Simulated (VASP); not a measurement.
# NaI in VASP: further runs

NaI is run at these levels: HSE06; tasks: single point.

All numbers are computed with VASP 6.6.1; they aren't measurements. Logs are shortened: lines on timing, memory, paths and dates and some standing lists are left out, and cuts for length are marked.

**1. The cell of the first run**

It takes space group R-3m (No. 166, trigonal). The conventional cell has a = 5.714 Å, b = 5.714 Å, c = 7.239 Å, α = 90.00°, β = 90.00°, γ = 120.00°. Na (site symmetry -3m) has 8 I at 3.51 to 3.62 Å and 6 Na at 4.09 Å within 4.6 Å. Within 4.6 Å of I (site symmetry -3m) lie 8 Na at 3.51 to 3.62 Å and 6 I at 4.09 Å.

**2. Single point, HSE06 (strain along [111] +3.4%)**

POSCAR reads:

```
NaI
1.0
    4.0868681806      0.0463314874      0.0463314874
    0.0463314874      4.0868681806      0.0463314874
    0.0463314874      0.0463314874      4.0868681806
Na I
1 1
Direct
    0.0000000000      0.0000000000      0.0000000000
    0.5000000000      0.5000000000      0.5000000000
```

INCAR.step1 reads:

```
SYSTEM = NaI
PREC = Accurate ; ENCUT = 520
EDIFF = 1E-5 ; ISMEAR = 0
SIGMA = 0.01 ; LREAL = .False.
LASPH = .True. ; NELM = 60
ALGO = Normal ; ISIF = 2
LWAVE = .True. ; LCHARG = .False.
GGA = PE ; NBANDS = 14
```

INCAR.step2 reads:

```
SYSTEM = NaI
PREC = Accurate ; ENCUT = 520
EDIFF = 1E-7 ; ISMEAR = 0
SIGMA = 0.01 ; LREAL = .False.
LASPH = .True. ; NELM = 60
ALGO = Normal ; ISIF = 2
LWAVE = .False. ; LCHARG = .False.
GGA = PE ; LHFCALC = .True.
HFSCREEN = 0.2079 ; PRECFOCK = Normal
ISTART = 1 ; NBANDS = 14
```

KPOINTS reads:

```
Automatic mesh
0
Gamma
  4 4 4
  0 0 0
```

Potentials or basis: VASP PAW PBE potentials, release 64 (Na_pv, I).

Command:

```console
cat potpaw_PBE.64/Na_pv/POTCAR potpaw_PBE.64/I/POTCAR > POTCAR
cp INCAR.step1 INCAR
mpirun -np 1 vasp_std > vasp.out
cp INCAR.step2 INCAR
mpirun -np 1 vasp_std > vasp.out
```

OUTCAR:

```text
SYSTEM = NaI
   PREC = Accurate
   ENCUT = 520
   EDIFF = 1E-7
   ISMEAR = 0
   LREAL = .False.
   LASPH = .True.
   NELM = 60
   ISIF = 2
   GGA = PE
   LHFCALC = .True.
   HFSCREEN = 0.2079
   PRECFOCK = Normal
   ISTART = 1

 ion  position               nearest neighbor table
   1  0.000  0.000  0.000-
   2  0.500  0.500  0.500-

  LATTYP: Found a trigonal (rhomboedric) cell.
 ALAT       =     4.0873933918
 COS(alpha) =     0.0227960063

  Lattice vectors:

 A1 = (   4.0868681806,   0.0463314874,   0.0463314874)
 A2 = (   0.0463314874,   4.0868681806,   0.0463314874)
 A3 = (   0.0463314874,   0.0463314874,   4.0868681806)

Analysis of symmetry for initial positions (statically):
=====================================================================
 Subroutine PRICEL returns:
 Original cell was already a primitive cell.

 Routine SETGRP: Setting up the symmetry group for a
 trigonal (rhombohedral) supercell.

 Subroutine GETGRP returns: Found 12 space group operations
 (whereof 12 operations were pure point group operations)
 out of a pool of 12 trial point group operations.

The static configuration has the point symmetry D_3d.

Analysis of symmetry for dynamics (positions and initial velocities):
=====================================================================
 Subroutine PRICEL returns:
 Original cell was already a primitive cell.

 Routine SETGRP: Setting up the symmetry group for a
 trigonal (rhombohedral) supercell.

 Subroutine GETGRP returns: Found 12 space group operations
 (whereof 12 operations were pure point group operations)
 out of a pool of 12 trial point group operations.

The dynamic configuration has the point symmetry D_3d.

 Subroutine INISYM returns: Found 12 space group operations
 (whereof 12 operations are pure point group operations),
 and found     1 'primitive' translations

----------------------------------------------------------------------------------------

                                     Primitive cell

  volume of cell :      68.2348

  direct lattice vectors                    reciprocal lattice vectors
     4.086868181  0.046331487  0.046331487     0.244748345 -0.002743529 -0.002743529
     0.046331487  4.086868181  0.046331487    -0.002743529  0.244748345 -0.002743529
     0.046331487  0.046331487  4.086868181    -0.002743529 -0.002743529  0.244748345

  length of vectors
     4.087393392  4.087393392  4.087393392     0.244779097  0.244779097  0.244779097

[... 85 lines left out ...]
   IALGO  =     38    algorithm
   IMIX   =      1    mixing-type and parameters
     AMIX     =   0.40;   BMIX     =  1.00
     AMIX_MAG =   1.60;   BMIX_MAG =  1.00
  volume/ion in A,a.u.               =      34.12       230.24
  Fermi-wavevector in a.u.,A,eV,Ry     =   0.965567  1.824657 12.684971  0.932319
  Thomas-Fermi vector in A             =   2.095294
   LORBIT       =      0    0 simple, 1 ext, 2 COOP (PROOUT), +10 PAW based schemes
   GGA     = PE    functional components
   LHFCALC =     T    Hartree Fock is set to
   PRECFOCK=normal    Normal, Fast or Accurate (Low or Medium for compatibility)
   ENCUT4O =  -1.0   cutoff for four orbital integrals eV
   NKREDX  =     1    reduce k-point grid by
   NKREDY  =     1    reduce k-point grid by
   NKREDZ  =     1    reduce k-point grid by
   AEXX    =    0.2500 exact exchange contribution
   HFSCREEN=    0.2079 screening length (either q_TF or 0.3 A-1)
   HFSCREENC=   0.2079 screening length for correlation (either q_TF or 0.3 A-1)
   ENCUTFOCK=  -1.0 apply spherical cutoff to Coloumb kernel
   IVDW    =     0    specifies the selected vdW correction
   LEPSILON=     F    determine dielectric tensor
   LRPA    =     F    only Hartree local field effects (RPA)
 non-spin polarized calculation
 Gauss-broadening in eV      SIGMA  =   0.01
  energy-cutoff  :      520.00
  volume of cell :       68.23
 maximum number of plane-waves:      1854
  NGX = 24; NGY = 24; NGZ = 24

 number of electron      13.9999987 magnetization

 Free energy of the ion-electron system (eV)
  ---------------------------------------------------
  ext. energy  EPLUGINS =         0.00000000
  ---------------------------------------------------
  free energy    TOTEN  =        -5.91109379 eV

  energy without entropy =       -5.91109379  energy(sigma->0) =       -5.91109379

 E-fermi :   1.0990     XC(G=0):  -6.4752

 val. band max:        1.0414214938   @ k =   0.5000   0.5000   0.0000
 cond. band min:       4.2244284755   @ k =   0.0000   0.0000   0.0000
 fundamental gap:      3.1830069816
 Fermi energy:         1.0990176163

 k-point     1 :       0.0000    0.0000    0.0000
  band No.  band energies     occupation
      1     -25.1349      2.00000
      2     -25.1309      2.00000
      3     -25.1309      2.00000
      4     -11.6423      2.00000
      5       0.3498      2.00000
      6       0.3498      2.00000
      7       0.4626      2.00000
      8       4.2244      0.00000
      9       7.6429      0.00000
     10       7.6429      0.00000
     11      13.0670      0.00000
     12      13.4399      0.00000
     13      13.4399      0.00000
     14      13.9582      0.00000
[... 190 lines left out ...]
      1     -25.1396      2.00000
      2     -25.1352      2.00000
      3     -25.1352      2.00000
      4     -10.7384      2.00000
      5      -1.1415      2.00000
      6      -1.0722      2.00000
      7      -1.0722      2.00000
      8       6.0537      0.00000
      9       6.2572      0.00000
     10       6.2572      0.00000
     11       8.6874      0.00000
     12      15.4003      0.00000
     13      15.8422      0.00000
     14      15.8422      0.00000

------------------------ aborting loop because EDIFF is reached ----------------------------------------

  FORCE on cell =-STRESS in cart. coord.  units (eV):
  Direction    XX          YY          ZZ          XY          YZ          ZX
  --------------------------------------------------------------------------------------
  -------------------------------------------------------------------------------------
  Total       -0.1530314     -0.1530314     -0.1530314      0.0458143      0.0458143      0.0458143
  in kB       -3.5932344     -3.5932344     -3.5932344      1.0757375      1.0757375      1.0757375
  external PRESSURE =      -3.5932344 kB  Pullay stress =       0.0000000 kB

 VOLUME and BASIS-vectors are now :
 -----------------------------------------------------------------------------
  energy-cutoff  :      520.00
  volume of cell :       68.23
      direct lattice vectors                 reciprocal lattice vectors
     4.086868181  0.046331487  0.046331487     0.244748345 -0.002743529 -0.002743529
     0.046331487  4.086868181  0.046331487    -0.002743529  0.244748345 -0.002743529
     0.046331487  0.046331487  4.086868181    -0.002743529 -0.002743529  0.244748345

 POSITION                                       TOTAL-FORCE (eV/Angst)
 -----------------------------------------------------------------------------------
      0.00000      0.00000      0.00000        -0.000000     -0.000000      0.000000
      2.08977      2.08977      2.08977         0.000000      0.000000      0.000000
 -----------------------------------------------------------------------------------
    total drift:                                0.000000      0.000000      0.000000

  FREE ENERGIE OF THE ION-ELECTRON SYSTEM (eV)
  ---------------------------------------------------
  free  energy   TOTEN  =        -5.9110937866 eV

  energy  without entropy=       -5.9110937866  energy(sigma->0) =       -5.91109379
```

OUTCAR.step1:

```text
SYSTEM = NaI
   PREC = Accurate
   ENCUT = 520
   EDIFF = 1E-5
   ISMEAR = 0
   LREAL = .False.
   LASPH = .True.
[... 429 lines left out ...]
      0.00000      0.00000      0.00000         0.000000     -0.000000      0.000000
      2.08977      2.08977      2.08977        -0.000000      0.000000      0.000000
 -----------------------------------------------------------------------------------
    total drift:                                0.000000     -0.000000     -0.000000

  FREE ENERGIE OF THE ION-ELECTRON SYSTEM (eV)
  ---------------------------------------------------
  free  energy   TOTEN  =        -5.0537194413 eV

  energy  without entropy=       -5.0537194413  energy(sigma->0) =       -5.05371944
```

Run time: 8.3 min. Hardware: 1 thread of Intel Xeon Platinum 8259CL at 2.50GHz (Skylake/Cascade Lake), shared host; peak memory 0.28 GiB.

What came out:

* Free energy: -5.9111 eV
* Pressure: -0.4 GPa
* Band gap on the k mesh: 3.18 eV (least direct gap 3.75 eV)

Stress tensor (GPa, compression positive):
```
-0.36  0.11  0.11
 0.11 -0.36  0.11
 0.11  0.11 -0.36
```

Caveat: the cell differs from its parent crystal (strain along [111] +3.4%); the PAW data sets were made with another functional, which shifts forces and pressure a little; spin-orbit coupling is left out, which moves the levels of the heavy elements. A k mesh can miss the band edges.

**3. Single point, HSE06 (biaxial xy strain -2.9%)**

POSCAR reads:

```
NaI
1.0
    3.9225530217      0.0000000000      0.0000000000
    0.0000000000      3.9225530217      0.0000000000
    0.0000000000      0.0000000000      4.0405366932
Na I
1 1
Direct
    0.0000000000      0.0000000000      0.0000000000
    0.5000000000      0.5000000000      0.5000000000
```

INCAR.step1 reads:

```
PREC = Accurate
ENCUT = 520
EDIFF = 1E-5
ISMEAR = 0
SIGMA = 0.01
LREAL = False
LASPH = True
NELM = 80
ALGO = Normal
ISIF = 2
LWAVE = True
NBANDS = 14
GGA = PE
```

INCAR.step2 reads:

```
PREC = Accurate
ENCUT = 520
EDIFF = 1E-7
ISMEAR = 0
SIGMA = 0.01
LREAL = False
LASPH = True
NELM = 80
ALGO = Normal
ISIF = 2
LWAVE = False
LCHARG = True
GGA = PE
LHFCALC = True
HFSCREEN = 0.2079
PRECFOCK = Normal
LELF = True
LVHAR = True
NBANDS = 14
ISTART = 1
```

KPOINTS reads:

```
Automatic mesh
0
Gamma
  4 4 4
```

Potentials or basis: VASP PAW PBE potentials, release 64 (Na_pv, I).

Command:

```console
cat potpaw_PBE.64/Na_pv/POTCAR potpaw_PBE.64/I/POTCAR > POTCAR
cp INCAR.step1 INCAR
mpirun -np 1 vasp_std > vasp.out
cp INCAR.step2 INCAR
mpirun -np 1 vasp_std > vasp.out
```

OUTCAR:

```text
PREC = Accurate
   ENCUT = 520
   EDIFF = 1E-7
   ISMEAR = 0
   LREAL = False
   LASPH = True
   NELM = 80
   ISIF = 2
   GGA = PE
   LHFCALC = True
   HFSCREEN = 0.2079
   PRECFOCK = Normal
   ISTART = 1

 ion  position               nearest neighbor table
   1  0.000  0.000  0.000-
   2  0.500  0.500  0.500-

  LATTYP: Found a simple tetragonal cell.
 ALAT       =     3.9225530217
 C/A-ratio  =     1.0300782860

  Lattice vectors:

 A1 = (   3.9225530217,   0.0000000000,   0.0000000000)
 A2 = (   0.0000000000,   3.9225530217,   0.0000000000)
 A3 = (   0.0000000000,   0.0000000000,   4.0405366932)

Analysis of symmetry for initial positions (statically):
=====================================================================
 Subroutine PRICEL returns:
 Original cell was already a primitive cell.

 Routine SETGRP: Setting up the symmetry group for a
 simple tetragonal supercell.

 Subroutine GETGRP returns: Found 16 space group operations
 (whereof 16 operations were pure point group operations)
 out of a pool of 16 trial point group operations.

The static configuration has the point symmetry D_4h.

Analysis of symmetry for dynamics (positions and initial velocities):
=====================================================================
 Subroutine PRICEL returns:
 Original cell was already a primitive cell.

 Routine SETGRP: Setting up the symmetry group for a
 simple tetragonal supercell.

 Subroutine GETGRP returns: Found 16 space group operations
 (whereof 16 operations were pure point group operations)
 out of a pool of 16 trial point group operations.

The dynamic configuration has the point symmetry D_4h.

 Subroutine INISYM returns: Found 16 space group operations
 (whereof 16 operations are pure point group operations),
 and found     1 'primitive' translations

----------------------------------------------------------------------------------------

                                     Primitive cell

  volume of cell :      62.1694

  direct lattice vectors                    reciprocal lattice vectors
     3.922553022  0.000000000  0.000000000     0.254936006  0.000000000  0.000000000
     0.000000000  3.922553022  0.000000000     0.000000000  0.254936006  0.000000000
     0.000000000  0.000000000  4.040536693     0.000000000  0.000000000  0.247491874

  length of vectors
     3.922553022  3.922553022  4.040536693     0.254936006  0.254936006  0.247491874

  position of ions in fractional coordinates (direct lattice)
     0.000000000  0.000000000  0.000000000
     0.500000000  0.500000000  0.500000000

  ion indices of the primitive-cell ions
   primitive index   ion index
                 1           1
                 2           2

----------------------------------------------------------------------------------------

 KPOINTS: Automatic mesh

Automatic generation of k-mesh.
 Grid dimensions read from file:
 generate k-points for:    4    4    4

 Generating k-lattice:

  Cartesian coordinates                     Fractional coordinates (reciprocal lattice)
[... 42 lines left out ...]
   NGXF,Y,Z  is equivalent  to a cutoff of  25.43, 25.43, 24.69 a.u.
 SYSTEM =  unknown system
   PREC   = accura    normal or accurate (medium, high low for compatibility)
   ISTART =      1    job   : 0-new  1-cont  2-samecut
   ICHARG =      0    charge: 1-file 2-atom 10-const
   ISPIN  =      1    spin polarized calculation?
   LNONCOLLINEAR =      F non collinear calculations
   LSORBIT =      F    spin-orbit coupling
   LASPH  =      T    aspherical Exc in radial PAW
   ENCUT  =  520.0 eV  38.22 Ry    6.18 a.u.   7.29  7.29  7.51*2*pi/ulx,y,z
   NELM   =     80;   NELMIN=  2; NELMDL=  0     # of ELM steps
   EDIFF  = 0.1E-06   stopping-criterion for ELM
   LREAL  =      F    real-space projection
   EDIFFG = 0.1E-05   stopping-criterion for IOM
   NSW    =      0    number of steps for IOM
   IBRION =     -1    ionic relax: 0-MD 1-quasi-New 2-CG
   NFREE  =      0    steps in history (QN), initial steepest desc. (CG)
   ISIF   =      2    stress and relaxation
   ISYM   =      3    0-nonsym 1-usesym 2-fastsym
   POTIM  = 0.5000    time-step for ionic-motion
   TEBEG  =    0.0;   TEEND  =   0.0 temperature during run
   PSTRESS=    0.0 pullay stress
   NELECT =      14.0000    total number of electrons
   NUPDOWN=      -1.0000    fix difference up-down
   EMIN   =  10.00;   EMAX   =-10.00  energy-range for DOS
   EFERMI =   0.00;   METHOD = LEGACY
   ISMEAR =     0;   SIGMA  =   0.01  broadening in eV -4-tet -1-fermi 0-gaus
   EFERMI_NEDOS =   21; number of points for ismear=-14 and -15
   IALGO  =     38    algorithm
   IMIX   =      1    mixing-type and parameters
     AMIX     =   0.40;   BMIX     =  1.00
     AMIX_MAG =   1.60;   BMIX_MAG =  1.00
  volume/ion in A,a.u.               =      31.08       209.77
  Fermi-wavevector in a.u.,A,eV,Ry     =   0.995998  1.882164 13.497152  0.992013
  Thomas-Fermi vector in A             =   2.128057
   LORBIT       =      0    0 simple, 1 ext, 2 COOP (PROOUT), +10 PAW based schemes
   GGA     = PE    functional components
   LHFCALC =     T    Hartree Fock is set to
   PRECFOCK=normal    Normal, Fast or Accurate (Low or Medium for compatibility)
   ENCUT4O =  -1.0   cutoff for four orbital integrals eV
   NKREDX  =     1    reduce k-point grid by
   NKREDY  =     1    reduce k-point grid by
   NKREDZ  =     1    reduce k-point grid by
   AEXX    =    0.2500 exact exchange contribution
   HFSCREEN=    0.2079 screening length (either q_TF or 0.3 A-1)
   HFSCREENC=   0.2079 screening length for correlation (either q_TF or 0.3 A-1)
   ENCUTFOCK=  -1.0 apply spherical cutoff to Coloumb kernel
   IVDW    =     0    specifies the selected vdW correction
   LEPSILON=     F    determine dielectric tensor
   LRPA    =     F    only Hartree local field effects (RPA)
 non-spin polarized calculation
 Gauss-broadening in eV      SIGMA  =   0.01
  energy-cutoff  :      520.00
  volume of cell :       62.17
 maximum number of plane-waves:      1687
 NGX is ok and might be reduce to    30
  NGX = 24; NGY = 24; NGZ = 24

 number of electron      13.9999999 magnetization

 Free energy of the ion-electron system (eV)
  ---------------------------------------------------
  ext. energy  EPLUGINS =         0.00000000
  ---------------------------------------------------
  free energy    TOTEN  =        -5.88604752 eV

  energy without entropy =       -5.88604752  energy(sigma->0) =       -5.88604752

 E-fermi :   2.0162     XC(G=0):  -6.7753

 val. band max:        1.9076544581   @ k =   0.5000   0.0000   0.5000
 cond. band min:       5.1397990814   @ k =   0.0000   0.0000   0.0000
 fundamental gap:      3.2321446233
 Fermi energy:         2.0162365293

 k-point     1 :       0.0000    0.0000    0.0000
  band No.  band energies     occupation
      1     -24.3474      2.00000
      2     -24.3474      2.00000
      3     -24.3433      2.00000
      4     -11.2660      2.00000
      5       0.8421      2.00000
      6       1.1503      2.00000
      7       1.1503      2.00000
      8       5.1398      0.00000
      9       8.1218      0.00000
     10       8.3185      0.00000
     11      14.4719      0.00000
     12      14.7759      0.00000
     13      14.7759      0.00000
     14      15.0121      0.00000
[... 275 lines left out ...]
      1     -24.3549      2.00000
      2     -24.3549      2.00000
      3     -24.3479      2.00000
      4     -10.0984      2.00000
      5      -0.7260      2.00000
      6      -0.7260      2.00000
      7      -0.5798      2.00000
      8       6.7835      0.00000
      9       6.7843      0.00000
     10       6.7843      0.00000
     11       9.7354      0.00000
     12      16.8455      0.00000
     13      17.5558      0.00000
     14      17.5558      0.00000

------------------------ aborting loop because EDIFF is reached ----------------------------------------

  FORCE on cell =-STRESS in cart. coord.  units (eV):
  Direction    XX          YY          ZZ          XY          YZ          ZX
  --------------------------------------------------------------------------------------
  -------------------------------------------------------------------------------------
  Total        0.7768116      0.7768116      0.1066789      0.0000000      0.0000000      0.0000000
  in kB       20.0193313     20.0193313      2.7492396      0.0000000      0.0000000      0.0000000
  external PRESSURE =      14.2626341 kB  Pullay stress =       0.0000000 kB

 VOLUME and BASIS-vectors are now :
 -----------------------------------------------------------------------------
  energy-cutoff  :      520.00
  volume of cell :       62.17
      direct lattice vectors                 reciprocal lattice vectors
     3.922553022  0.000000000  0.000000000     0.254936006  0.000000000  0.000000000
     0.000000000  3.922553022  0.000000000     0.000000000  0.254936006  0.000000000
     0.000000000  0.000000000  4.040536693     0.000000000  0.000000000  0.247491874

 POSITION                                       TOTAL-FORCE (eV/Angst)
 -----------------------------------------------------------------------------------
      0.00000      0.00000      0.00000         0.000000      0.000000      0.000000
      1.96128      1.96128      2.02027         0.000000      0.000000      0.000000
 -----------------------------------------------------------------------------------
    total drift:                               -0.000001      0.000001      0.000001

  FREE ENERGIE OF THE ION-ELECTRON SYSTEM (eV)
  ---------------------------------------------------
  free  energy   TOTEN  =        -5.8860475226 eV

  energy  without entropy=       -5.8860475226  energy(sigma->0) =       -5.88604752
```

It took 9.7 min on 1 thread of Intel Xeon Platinum 8259CL at 2.50GHz (Skylake/Cascade Lake), shared host; peak memory 0.29 GiB.

What came out:

```
Free energy            : -5.8860 eV
Pressure               : 1.4 GPa
Band gap on the k mesh : 3.23 eV (least direct gap 3.43 eV)
```

Caveat: the cell differs from its parent crystal (biaxial xy strain -2.9%); the PAW data sets were made with another functional, which shifts forces and pressure a little; spin-orbit coupling is left out, which moves the levels of the heavy elements.
